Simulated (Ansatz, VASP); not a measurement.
**Na in VASP and in Ansatz**

The input INCAR:

```
  PREC = Accurate
  ENCUT = 520
  EDIFF = 1E-6
  ISMEAR = 0
  SIGMA = 0.15
  LREAL = F
  LASPH = T
  NELM = 60
  ALGO = Fast
  ISIF = 2
  LWAVE = F
  LCHARG = F
  GGA = PS
  NBANDS = 10
```

Contents of KPOINTS:

```
Automatic mesh
0
Gamma
  16 16 16
```

The input POSCAR:

```
Na
1.0
   -1.9567500000      1.9567500000      2.5250000000
    1.9567500000     -1.9567500000      2.5250000000
    1.9567500000      1.9567500000     -2.5250000000
Na
1
Direct
    0.0000000000      0.0000000000      0.0000000000
```

Input for Ansatz:

```yaml
crystal:
  lattice:
    - [-1.95675, 1.95675, 2.525]
    - [1.95675, -1.95675, 2.525]
    - [1.95675, 1.95675, -2.525]
  atoms:
    - { symbol: Na, position: [0.0, 0.0, 0.0] }
basis:
  ecutwfc: 520.0
kpoints:
  mp_grid: { grid: [16, 16, 16] }
hamiltonian:
  xc: pbesol
scf:
  occupations: { method: gaussian, width: 0.15 }
output:
  forces: true
  stress: true
  eigenvalues: true
```

Alike in both runs: task single point; functional PBEsol; k mesh 16 × 16 × 16; occupations gaussian, width 0.15 eV; no spin polarisation.

```csv
,VASP,Ansatz
version,VASP 6.6.1,Ansatz 0.2.0
potentials or method,"VASP PAW PBE potentials, release 64 (Na_pv), cutoff 520 eV","scalar-relativistic, plane waves, PAW"
valence electrons in the cell,7,9
```

```tsv
	VASP	Ansatz	Ansatz less VASP
gap on the k mesh at the Fermi level (eV)	none	none	-
pressure (GPa)	-0.4	-0.4	-0.08
```

VASP's potentials were made for PBE, not for PBEsol. A gap of «none» marks a metal or a gap that the smearing closes. VASP's potentials hold 7 valence electrons a cell and Ansatz's 9, so a difference there can come from the potentials and not from the codes.
